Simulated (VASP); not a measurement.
Input of a VASP 6.6.1 run:

Contents of POSCAR:

```
BN
1.0
    2.5651597657     -0.0239872778     -0.0471309765
   -1.3033534748      2.2350090923     -0.0520804080
   -0.1295438424     -0.2400850280      6.6587392368
B N
2 2
Direct
    0.3738456004      0.7155326981      0.2540171209
    0.6428345962      0.2617867750      0.7554932788
    0.2697373687      0.6322001519      0.7631166924
    0.7135824346      0.3904803750      0.2273729079
```

File INCAR.step1:

```
PREC = Accurate
ENCUT = 520
ISMEAR = 0
SIGMA = 0.05
LREAL = F
LASPH = T
NELM = 80
NBANDS = 16
GGA = PE
ALGO = Normal
EDIFF = 1E-4
LWAVE = T
LCHARG = F
```

File INCAR.step2:

```
PREC = Accurate
ENCUT = 520
EDIFF = 1E-6
ISMEAR = 0
SIGMA = 0.05
LREAL = F
LASPH = T
NELM = 80
ALGO = Normal
ISIF = 2
LWAVE = F
LCHARG = F
METAGGA = R2SCAN
LMIXTAU = T
NBANDS = 16
ISTART = 1
```

Contents of KPOINTS:

```
regular mesh
0
Gamma
  12 12 4
```

Potentials or basis: VASP PAW PBE potentials, release 64 (B, N).

Launch:

```console
$ cat potpaw_PBE.64/B/POTCAR potpaw_PBE.64/N/POTCAR > POTCAR
$ cp INCAR.step1 INCAR
$ mpirun -np 1 vasp_std > vasp.out
$ cp INCAR.step2 INCAR
$ mpirun -np 1 vasp_std > vasp.out
```

Q: Predict the band gap on the k mesh.

A: 3.50 eV (least direct gap 4.25 eV).

Q: What does it give for the pressure?

A: -12.4 GPa.

Stress tensor (GPa, compression positive):
```
-17.89   9.62   1.53
  9.62 -18.12   0.98
  1.53   0.98  -1.19
```

Caveat: the cell differs from its parent crystal (atoms moved at random and the cell strained at random); the cell stands under tension; the PAW data sets were made with another functional, which shifts forces and pressure a little. A k mesh can miss the band edges.
